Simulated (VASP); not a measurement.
## AlGaN2: single point with r2SCAN

The system is AlGaN2.

```
Al Ga N
1.0
     3.23510    0.00000    0.00000
     0.00000    3.23510    0.00000
     0.00000    0.00000    4.49020
Al Ga N
1 1 2
Cartesian
  1.6176 1.6176 2.2451
  0.0000 0.0000 0.0000
  1.6176 0.0000 3.3150
  0.0000 1.6176 1.1752
```

This cell differs from its parent crystal: strain +0.030 along x and y, +0.015 along z.

```
Program             : VASP 6.6.1
Task                : single point
Functional          : r2SCAN
Potentials or basis : VASP PAW PBE potentials, release 64 (Al, Ga_d, N_h)
Cutoff              : 910 eV
k mesh              : 8 × 8 × 6
Occupations         : gaussian, width 0.05 eV
Spin                : no spin polarisation
```

* Pressure: -13.1 GPa
* Largest force: 0.018 eV/Å
* Band gap on the k mesh: 2.81 eV

Forces in eV/Å, atoms in the order of the input:
```
Al   0.000  0.000  0.000
Ga   0.000  0.000  0.000
N    0.000  0.000 -0.018
N    0.000  0.000  0.018
```

Stress tensor (GPa, compression positive):
```
-13.86   0.00   0.00
  0.00 -13.86   0.00
  0.00   0.00 -11.69
```

Levels at points of the mesh, in eV from the valence-band top:
| k point | band 11 | band 12 | band 13 | band 14 | band 15 | band 16 |
| --- | --- | --- | --- | --- | --- | --- |
| (0.00, 0.00, 0.00) | -0.13 | 0.00 | 0.00 | 2.81 | 3.99 | 7.77 |
| (0.50, 0.00, 0.00) | -2.65 | -1.02 | -0.65 | 7.05 | 7.51 | 8.35 |
| (0.50, 0.50, 0.00) | -2.08 | -2.08 | -2.06 | 3.84 | 3.84 | 6.61 |
| (0.00, 0.00, 0.50) | -1.52 | -0.96 | -0.96 | 5.51 | 5.63 | 8.05 |
| (0.50, 0.00, 0.50) | -0.77 | -0.54 | -0.50 | 5.21 | 6.72 | 9.58 |
| (0.50, 0.50, 0.50) | -3.10 | -2.96 | -2.96 | 6.70 | 6.70 | 8.79 |

Wall time 4.5 min on 1 thread of Intel(R) Xeon(R) Platinum 8259CL CPU @ 2.50GHz (Skylake/Cascade Lake) (shared host), peak memory 0.32 GiB.

Caveat: the cell differs from its parent crystal (strain +0.030 along x and y, +0.015 along z); the cutoff is under 1.25 times the usual one of these potentials, so pressure, stress and relaxed cells hold a basis-set (Pulay) error; the cell stands under tension; the PAW data sets were made with another functional, which shifts forces and pressure a little.
